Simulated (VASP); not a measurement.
# BaTiO3 (Pm-3m) in VASP: a series of runs

BaTiO3 is run at these levels: PBEsol; tasks: single point.

Everything below comes from runs of VASP 6.6.1. Logs are shortened: lines on timing, memory, paths and dates and some standing lists are left out, and cuts for length are marked.

**1. The cell of the first run**

Symmetry: Pm-3m, No. 221, cubic system. Conventional cell: a = 4.006 Å, b = 4.006 Å, c = 4.006 Å, α = 90.00°, β = 90.00°, γ = 90.00°. Ba (site symmetry m-3m) has 12 O at 2.83 Å and 8 Ti at 3.47 Å within 3.7 Å. Ti (site symmetry m-3m) has 6 O at 2.00 Å within 2.7 Å. Within 2.7 Å of O (site symmetry 4/mmm) lie 2 Ti at 2.00 Å.

**2. Single point, PBEsol**

Contents of INCAR:

```
SYSTEM = BaTiO3
ALGO     = Normal         ! electronic algorithm
EDIFF    = 1E-6           ! SCF threshold, eV
ENCUT    = 520            ! plane-wave cutoff, eV
GGA      = PS             ! functional
ISIF     = 2              ! what is computed and relaxed
ISMEAR   = 0              ! smearing method
LASPH    = .TRUE.         ! aspherical terms in the spheres
LCHARG   = .FALSE.        ! write CHGCAR
LREAL    = .FALSE.        ! projectors in reciprocal space
LWAVE    = .FALSE.        ! write WAVECAR
NBANDS   = 28             ! bands
NELM     = 100            ! most SCF steps
PREC     = Accurate       ! precision mode
SIGMA    = 0.01           ! smearing width, eV
```

Contents of KPOINTS:

```
k-points
0
G
  6 6 6
  0 0 0
```

Contents of POSCAR:

```
BaTiO3
1.0
    4.0060000000      0.0000000000      0.0000000000
    0.0000000000      4.0060000000      0.0000000000
    0.0000000000      0.0000000000      4.0060000000
Ba Ti O
1 1 3
Direct
    0.5000000000      0.5000000000      0.5000000000
    0.0000000000      0.0000000000      0.0000000000
    0.5000000000      0.0000000000      0.0000000000
    0.0000000000      0.5000000000      0.0000000000
    0.0000000000      0.0000000000      0.5000000000
```

Potentials or basis: VASP PAW PBE potentials, release 64 (Ba_sv, Ti_sv, O).

Run with:

```sh
$ cat potpaw_PBE.64/Ba_sv/POTCAR potpaw_PBE.64/Ti_sv/POTCAR potpaw_PBE.64/O/POTCAR > POTCAR
$ mpirun -np 1 vasp_std > vasp.out
```

OUTCAR:

```text
SYSTEM = BaTiO3
   EDIFF = 1E-6
   ENCUT = 520
   GGA = PS
   ISIF = 2
   ISMEAR = 0
   LASPH = .TRUE.
   LREAL = .FALSE.
   NELM = 100
   PREC = Accurate

 ion  position               nearest neighbor table
   1  0.500  0.500  0.500-   3 2.83   4 2.83   5 2.83   3 2.83   4 2.83   3 2.83   5 2.83   3 2.83
                             4 2.83   5 2.83   4 2.83   5 2.83   2 3.47   2 3.47   2 3.47   2 3.47
   2  0.000  0.000  0.000-   3 2.00   4 2.00   5 2.00   5 2.00   4 2.00   3 2.00   1 3.47   1 3.47
                             1 3.47   1 3.47   1 3.47   1 3.47   1 3.47   1 3.47
   3  0.500  0.000  0.000-   2 2.00   2 2.00   1 2.83   1 2.83   1 2.83   1 2.83
   4  0.000  0.500  0.000-   2 2.00   2 2.00   1 2.83   1 2.83   1 2.83   1 2.83
   5  0.000  0.000  0.500-   2 2.00   2 2.00   1 2.83   1 2.83   1 2.83   1 2.83

  LATTYP: Found a simple cubic cell.
 ALAT       =     4.0060000000

  Lattice vectors:

 A1 = (   4.0060000000,   0.0000000000,   0.0000000000)
 A2 = (   0.0000000000,   4.0060000000,   0.0000000000)
 A3 = (   0.0000000000,   0.0000000000,   4.0060000000)

Analysis of symmetry for initial positions (statically):
=====================================================================
 Subroutine PRICEL returns:
 Original cell was already a primitive cell.

 Routine SETGRP: Setting up the symmetry group for a
 simple cubic supercell.

 Subroutine GETGRP returns: Found 48 space group operations
 (whereof 48 operations were pure point group operations)
 out of a pool of 48 trial point group operations.

The static configuration has the point symmetry O_h .

Analysis of symmetry for dynamics (positions and initial velocities):
=====================================================================
 Subroutine PRICEL returns:
 Original cell was already a primitive cell.

 Routine SETGRP: Setting up the symmetry group for a
 simple cubic supercell.

 Subroutine GETGRP returns: Found 48 space group operations
 (whereof 48 operations were pure point group operations)
 out of a pool of 48 trial point group operations.

The dynamic configuration has the point symmetry O_h .

 Subroutine INISYM returns: Found 48 space group operations
 (whereof 48 operations are pure point group operations),
 and found     1 'primitive' translations

----------------------------------------------------------------------------------------

                                     Primitive cell

  volume of cell :      64.2884

  direct lattice vectors                    reciprocal lattice vectors
     4.006000000  0.000000000  0.000000000     0.249625562  0.000000000  0.000000000
     0.000000000  4.006000000  0.000000000     0.000000000  0.249625562  0.000000000
     0.000000000  0.000000000  4.006000000     0.000000000  0.000000000  0.249625562

  length of vectors
     4.006000000  4.006000000  4.006000000     0.249625562  0.249625562  0.249625562

  position of ions in fractional coordinates (direct lattice)
     0.500000000  0.500000000  0.500000000
     0.000000000  0.000000000  0.000000000
     0.500000000  0.000000000  0.000000000
     0.000000000  0.500000000  0.000000000
     0.000000000  0.000000000  0.500000000

  ion indices of the primitive-cell ions
   primitive index   ion index
                 1           1
                 2           2
                 3           3
                 4           4
                 5           5

----------------------------------------------------------------------------------------

 KPOINTS: k-points

Automatic generation of k-mesh.
 Grid dimensions read from file:
 generate k-points for:    6    6    6

 Generating k-lattice:

  Cartesian coordinates                     Fractional coordinates (reciprocal lattice)
     0.041604260  0.000000000  0.000000000     0.166666667  0.000000000  0.000000000
     0.000000000  0.041604260  0.000000000     0.000000000  0.166666667  0.000000000
     0.000000000  0.000000000  0.041604260     0.000000000  0.000000000  0.166666667

  Length of vectors
     0.041604260  0.041604260  0.041604260

  Shift w.r.t. Gamma in fractional coordinates (k-lattice)
     0.000000000  0.000000000  0.000000000

 Subroutine IBZKPT returns following result:
 ===========================================

 Found     20 irreducible k-points:

 Following reciprocal coordinates:
            Coordinates               Weight
  0.000000  0.000000  0.000000      1.000000
  0.166667  0.000000  0.000000      6.000000
  0.333333  0.000000  0.000000      6.000000
  0.500000  0.000000  0.000000      3.000000
  0.166667  0.166667  0.000000     12.000000
  0.333333  0.166667  0.000000     24.000000
[... 12 lines left out ...]
  0.500000  0.500000  0.333333      6.000000
  0.500000  0.500000  0.500000      1.000000
   k-points           NKPTS =     20   k-points in BZ     NKDIM =     20   number of bands    NBANDS=     28
   number of dos      NEDOS =    301   number of ions     NIONS =      5
   total plane-waves  NPLWV =  27000
   dimension x,y,z NGX =    30 NGY =   30 NGZ =   30
   dimension x,y,z NGXF=    60 NGYF=   60 NGZF=   60
   ions per type =               1   1   3
   NGX,Y,Z   is equivalent  to a cutoff of  12.45, 12.45, 12.45 a.u.
   NGXF,Y,Z  is equivalent  to a cutoff of  24.90, 24.90, 24.90 a.u.
 SYSTEM =  BaTiO3
   PREC   = accura    normal or accurate (medium, high low for compatibility)
   ISTART =      0    job   : 0-new  1-cont  2-samecut
   ICHARG =      2    charge: 1-file 2-atom 10-const
   ISPIN  =      1    spin polarized calculation?
   LNONCOLLINEAR =      F non collinear calculations
   LSORBIT =      F    spin-orbit coupling
   LASPH  =      T    aspherical Exc in radial PAW
   ENCUT  =  520.0 eV  38.22 Ry    6.18 a.u.   7.45  7.45  7.45*2*pi/ulx,y,z
   NELM   =    100;   NELMIN=  2; NELMDL= -5     # of ELM steps
   EDIFF  = 0.1E-05   stopping-criterion for ELM
   LREAL  =      F    real-space projection
   EDIFFG = 0.1E-04   stopping-criterion for IOM
   NSW    =      0    number of steps for IOM
   IBRION =     -1    ionic relax: 0-MD 1-quasi-New 2-CG
   NFREE  =      0    steps in history (QN), initial steepest desc. (CG)
   ISIF   =      2    stress and relaxation
   ISYM   =      2    0-nonsym 1-usesym 2-fastsym
   POTIM  = 0.5000    time-step for ionic-motion
   TEBEG  =    0.0;   TEEND  =   0.0 temperature during run
   PSTRESS=    0.0 pullay stress
   NELECT =      40.0000    total number of electrons
   NUPDOWN=      -1.0000    fix difference up-down
   EMIN   =  10.00;   EMAX   =-10.00  energy-range for DOS
   EFERMI =   0.00;   METHOD = LEGACY
   ISMEAR =     0;   SIGMA  =   0.01  broadening in eV -4-tet -1-fermi 0-gaus
   EFERMI_NEDOS =   21; number of points for ismear=-14 and -15
   IALGO  =     38    algorithm
   IMIX   =      4    mixing-type and parameters
     AMIX     =   0.40;   BMIX     =  1.00
     AMIX_MAG =   1.60;   BMIX_MAG =  1.00
  volume/ion in A,a.u.               =      12.86        86.77
  Fermi-wavevector in a.u.,A,eV,Ry     =   1.397603  2.641087 26.576187  1.953295
  Thomas-Fermi vector in A             =   2.520843
   LORBIT       =      0    0 simple, 1 ext, 2 COOP (PROOUT), +10 PAW based schemes
   GGA     = PS    functional components
   LHFCALC =     F    Hartree Fock is set to
   AEXX    =    0.0000 exact exchange contribution
   IVDW    =     0    specifies the selected vdW correction
   LEPSILON=     F    determine dielectric tensor
   LRPA    =     F    only Hartree local field effects (RPA)
 non-spin polarized calculation
 Gauss-broadening in eV      SIGMA  =   0.01
  energy-cutoff  :      520.00
  volume of cell :       64.29
 maximum number of plane-waves:      1755
 NGX is ok and might be reduce to    30
   NGX = 15   NGY = 15   NGZ = 15

 number of electron      39.9999976 magnetization

 Free energy of the ion-electron system (eV)
  ---------------------------------------------------
  ext. energy  EPLUGINS =         0.00000000
  ---------------------------------------------------
  free energy    TOTEN  =       -41.97308377 eV

  energy without entropy =      -41.97308377  energy(sigma->0) =      -41.97308377

 E-fermi :   3.7624     XC(G=0): -11.5040

 val. band max:        3.6706094243   @ k =   0.5000   0.5000   0.5000
 cond. band min:       5.3639559526   @ k =   0.0000   0.0000   0.0000
 fundamental gap:      1.6933465283
 Fermi energy:         3.7624270374

 k-point     1 :       0.0000    0.0000    0.0000
  band No.  band energies     occupation
      1     -52.7121      2.00000
      2     -29.0341      2.00000
      3     -29.0341      2.00000
      4     -29.0341      2.00000
      5     -21.0938      2.00000
      6     -13.1387      2.00000
[... 20 lines left out ...]
     27       8.5822      0.00000
     28      10.8275      0.00000

 k-point     2 :       0.1667    0.0000    0.0000
  band No.  band energies     occupation
      1     -52.7118      2.00000
      2     -29.0474      2.00000
      3     -29.0336      2.00000
      4     -29.0336      2.00000
      5     -21.0641      2.00000
      6     -13.1604      2.00000
[... 20 lines left out ...]
     27       9.1228      0.00000
     28      11.4920      0.00000

 k-point     3 :       0.3333    0.0000    0.0000
  band No.  band energies     occupation
      1     -52.7113      2.00000
      2     -29.0739      2.00000
      3     -29.0325      2.00000
      4     -29.0325      2.00000
      5     -21.0034      2.00000
      6     -13.2871      2.00000
[... 20 lines left out ...]
     27      10.3804      0.00000
     28      11.8873      0.00000

 k-point     4 :       0.5000    0.0000    0.0000
  band No.  band energies     occupation
      1     -52.7110      2.00000
      2     -29.0870      2.00000
      3     -29.0320      2.00000
      4     -29.0320      2.00000
      5     -20.9724      2.00000
      6     -13.3723      2.00000
[... 454 lines left out ...]
     27      11.2754      0.00000
     28      11.3651      0.00000

 k-point    19 :       0.5000    0.5000    0.3333
  band No.  band energies     occupation
      1     -52.7092      2.00000
      2     -29.0816      2.00000
      3     -29.0816      2.00000
      4     -29.0684      2.00000
      5     -20.8441      2.00000
      6     -12.3592      2.00000
[... 20 lines left out ...]
     27      11.0066      0.00000
     28      11.3617      0.00000

 k-point    20 :       0.5000    0.5000    0.5000
  band No.  band energies     occupation
      1     -52.7090      2.00000
      2     -29.0810      2.00000
      3     -29.0810      2.00000
      4     -29.0810      2.00000
      5     -20.8270      2.00000
      6     -12.2099      2.00000
[... 20 lines left out ...]
     27      11.3618      0.00000
     28      11.3618      0.00000

------------------------ aborting loop because EDIFF is reached ----------------------------------------

  FORCE on cell =-STRESS in cart. coord.  units (eV):
  Direction    XX          YY          ZZ          XY          YZ          ZX
  --------------------------------------------------------------------------------------
  -------------------------------------------------------------------------------------
  Total       -1.1277981     -1.1277981     -1.1277981     -0.0000000     -0.0000000      0.0000000
  in kB      -28.1066506    -28.1066506    -28.1066506     -0.0000000     -0.0000000      0.0000000
  external PRESSURE =     -28.1066506 kB  Pullay stress =       0.0000000 kB

 VOLUME and BASIS-vectors are now :
 -----------------------------------------------------------------------------
  energy-cutoff  :      520.00
  volume of cell :       64.29
      direct lattice vectors                 reciprocal lattice vectors
     4.006000000  0.000000000  0.000000000     0.249625562  0.000000000  0.000000000
     0.000000000  4.006000000  0.000000000     0.000000000  0.249625562  0.000000000
     0.000000000  0.000000000  4.006000000     0.000000000  0.000000000  0.249625562

 POSITION                                       TOTAL-FORCE (eV/Angst)
 -----------------------------------------------------------------------------------
      2.00300      2.00300      2.00300         0.000000      0.000000      0.000000
      0.00000      0.00000      0.00000         0.000000      0.000000      0.000000
      2.00300      0.00000      0.00000         0.000000      0.000000      0.000000
      0.00000      2.00300      0.00000         0.000000      0.000000      0.000000
      0.00000      0.00000      2.00300         0.000000      0.000000      0.000000
 -----------------------------------------------------------------------------------
    total drift:                               -0.000000     -0.000000      0.000000

  FREE ENERGIE OF THE ION-ELECTRON SYSTEM (eV)
  ---------------------------------------------------
  free  energy   TOTEN  =       -41.9730837688 eV

  energy  without entropy=      -41.9730837688  energy(sigma->0) =      -41.97308377
```

Run time: 20 s. Hardware: 1 thread of AMD EPYC 9R45 (Zen 5), shared host; peak memory 0.16 GiB.

What came out:

* Free energy: -41.9731 eV
* Pressure: -2.8 GPa
* Band gap on the k mesh: 1.69 eV, indirect (least direct gap 1.84 eV)

Caveat: the PAW data sets were made with another functional, which shifts forces and pressure a little; spin-orbit coupling is left out, which moves the levels of the heavy elements. A k mesh can miss the band edges.

**3. Single point, PBEsol**

Contents of INCAR:

```
SYSTEM = BaTiO3
PREC = Accurate ; ENCUT = 520
EDIFF = 1E-6 ; ISMEAR = 0
SIGMA = 0.01 ; LREAL = .False.
LASPH = .True. ; NELM = 60
ALGO = Normal ; ISIF = 2
LWAVE = .False. ; LCHARG = .False.
GGA = PS ; NBANDS = 28
```

Contents of KPOINTS:

```
Automatic mesh
0
Gamma
  7 7 7
  0 0 0
```

POSCAR is that of step 2.

Potentials or basis: VASP PAW PBE potentials, release 64 (Ba_sv, Ti_sv, O).

Run with:

```sh
$ cat potpaw_PBE.64/Ba_sv/POTCAR potpaw_PBE.64/Ti_sv/POTCAR potpaw_PBE.64/O/POTCAR > POTCAR
$ mpirun -np 1 vasp_std > vasp.out
```

OUTCAR:

```text
SYSTEM = BaTiO3
   PREC = Accurate
   ENCUT = 520
   EDIFF = 1E-6
   ISMEAR = 0
   LREAL = .False.
   LASPH = .True.
   NELM = 60
   ISIF = 2
   GGA = PS

 ion  position               nearest neighbor table
   1  0.500  0.500  0.500-   3 2.83   4 2.83   5 2.83   3 2.83   4 2.83   3 2.83   5 2.83   3 2.83
                             4 2.83   5 2.83   4 2.83   5 2.83   2 3.47   2 3.47   2 3.47   2 3.47
   2  0.000  0.000  0.000-   3 2.00   4 2.00   5 2.00   5 2.00   4 2.00   3 2.00   1 3.47   1 3.47
                             1 3.47   1 3.47   1 3.47   1 3.47   1 3.47   1 3.47
[... 821 lines left out ...]
  -------------------------------------------------------------------------------------
  Total       -1.1275854     -1.1275854     -1.1275854      0.0000000     -0.0000000      0.0000000
  in kB      -28.1013516    -28.1013516    -28.1013516      0.0000000     -0.0000000      0.0000000
  external PRESSURE =     -28.1013516 kB  Pullay stress =       0.0000000 kB

 VOLUME and BASIS-vectors are now :
 -----------------------------------------------------------------------------
  energy-cutoff  :      520.00
  volume of cell :       64.29
      direct lattice vectors                 reciprocal lattice vectors
     4.006000000  0.000000000  0.000000000     0.249625562  0.000000000  0.000000000
     0.000000000  4.006000000  0.000000000     0.000000000  0.249625562  0.000000000
     0.000000000  0.000000000  4.006000000     0.000000000  0.000000000  0.249625562

 POSITION                                       TOTAL-FORCE (eV/Angst)
 -----------------------------------------------------------------------------------
      2.00300      2.00300      2.00300         0.000000      0.000000      0.000000
      0.00000      0.00000      0.00000         0.000000      0.000000      0.000000
      2.00300      0.00000      0.00000         0.000000      0.000000      0.000000
      0.00000      2.00300      0.00000         0.000000      0.000000      0.000000
      0.00000      0.00000      2.00300         0.000000      0.000000      0.000000
 -----------------------------------------------------------------------------------
    total drift:                               -0.000000     -0.000000      0.000000

  FREE ENERGIE OF THE ION-ELECTRON SYSTEM (eV)
  ---------------------------------------------------
  free  energy   TOTEN  =       -41.9736114584 eV

  energy  without entropy=      -41.9736114584  energy(sigma->0) =      -41.97361146
```

OSZICAR:

```text
N       E                     dE             d eps       ncg     rms          rms(c)
DAV:   1     0.427177091996E+03    0.42718E+03   -0.20492E+04  1120   0.153E+03
DAV:   2    -0.962207013231E+01   -0.43680E+03   -0.41617E+03  1264   0.417E+02
DAV:   3    -0.501904282700E+02   -0.40568E+02   -0.40151E+02  1308   0.132E+02
DAV:   4    -0.523036584689E+02   -0.21132E+01   -0.21090E+01  1752   0.272E+01
DAV:   5    -0.523382116402E+02   -0.34553E-01   -0.34546E-01  1424   0.327E+00    0.225E+01
DAV:   6    -0.422827981860E+02    0.10055E+02   -0.53032E+01  1616   0.646E+01    0.976E+00
DAV:   7    -0.421396729352E+02    0.14313E+00   -0.87937E+00  1472   0.213E+01    0.656E+00
DAV:   8    -0.419688141916E+02    0.17086E+00   -0.92729E-01  1304   0.873E+00    0.263E+00
DAV:   9    -0.419977928965E+02   -0.28979E-01   -0.20890E-01  1508   0.294E+00    0.138E+00
DAV:  10    -0.419739294634E+02    0.23863E-01   -0.12174E-01  1268   0.360E+00    0.210E-01
DAV:  11    -0.419736677785E+02    0.26168E-03   -0.43311E-03  1440   0.556E-01    0.705E-02
DAV:  12    -0.419737916530E+02   -0.12387E-03   -0.78770E-04  1600   0.203E-01    0.120E-01
DAV:  13    -0.419736162777E+02    0.17538E-03   -0.73707E-04  1412   0.268E-01    0.207E-02
DAV:  14    -0.419736139177E+02    0.23600E-05   -0.57924E-05  1380   0.759E-02    0.132E-02
DAV:  15    -0.419736116493E+02    0.22684E-05   -0.72891E-06  1488   0.237E-02    0.382E-03
DAV:  16    -0.419736114584E+02    0.19090E-06   -0.10315E-06   912   0.933E-03
   1 F= -.41973611E+02 E0= -.41973611E+02  d E =-.519452E-59
```

Wall time 20 s (1 thread of AMD EPYC 9R45 (Zen 5), shared host); peak memory 0.16 GiB.

Results:

| Quantity | Value |
| --- | --- |
| Free energy | -41.9736 eV |
| Pressure | -2.8 GPa |
| Band gap on the k mesh | 1.76 eV, indirect (least direct gap 1.84 eV) |

Levels at points of the mesh, in eV from the valence-band top:
```csv
k point,band 17,band 18,band 19,band 20,band 21,band 22,band 23,band 24
"(0.00, 0.00, 0.00)",-1.04,-0.09,-0.09,-0.09,1.76,1.76,1.76,3.98
```

Caveat: the PAW data sets were made with another functional, which shifts forces and pressure a little; spin-orbit coupling is left out, which moves the levels of the heavy elements.

**4. Single point, PBEsol**

Contents of INCAR:

```
SYSTEM = BaTiO3
ALGO = Normal
EDIFF = 1E-6
ENCUT = 910
GGA = PS
GGA_COMPAT = .FALSE.
ISIF = 2
ISMEAR = 0
LASPH = .TRUE.
LCHARG = .FALSE.
LREAL = .FALSE.
LWAVE = .FALSE.
NBANDS = 28
NELM = 120
PREC = Accurate
SIGMA = 0.01
```

Contents of KPOINTS:

```
k-points
0
G
  3 3 3
  0 0 0
```

POSCAR is that of step 3.

Potentials or basis: VASP PAW PBE potentials, release 64 (Ba_sv, Ti_sv, O_h).

Run with:

```sh
$ cat potpaw_PBE.64/Ba_sv/POTCAR potpaw_PBE.64/Ti_sv/POTCAR potpaw_PBE.64/O_h/POTCAR > POTCAR
$ mpirun -np 1 vasp_std > vasp.out
```

Wall time 19 s (1 thread of Intel Xeon Platinum 8375C at 2.90GHz (Ice Lake), shared host); peak memory 0.24 GiB.

It converged, with:

```yaml
Free_energy: -41.8916 eV
Pressure: -2.8 GPa
Band_gap_on_the_k_mesh: 1.76 eV, direct
```

Levels at points of the mesh, in eV from the valence-band top:
| k point | band 16 | band 17 | band 18 | band 19 | band 20 | band 21 | band 22 | band 23 | band 24 | band 25 |
| --- | --- | --- | --- | --- | --- | --- | --- | --- | --- | --- |
| (0.00, 0.00, 0.00) | -0.96 | -0.96 | 0.00 | 0.00 | 0.00 | 1.76 | 1.76 | 1.76 | 3.97 | 3.97 |

Caveat: the k points lie up to 0.52 Å⁻¹ apart; the cutoff is under 1.25 times the usual one of these potentials, so pressure, stress and relaxed cells hold a basis-set (Pulay) error; the PAW data sets were made with another functional, which shifts forces and pressure a little; spin-orbit coupling is left out, which moves the levels of the heavy elements. A k mesh can miss the band edges.

(Continued in part 2 of 2.)
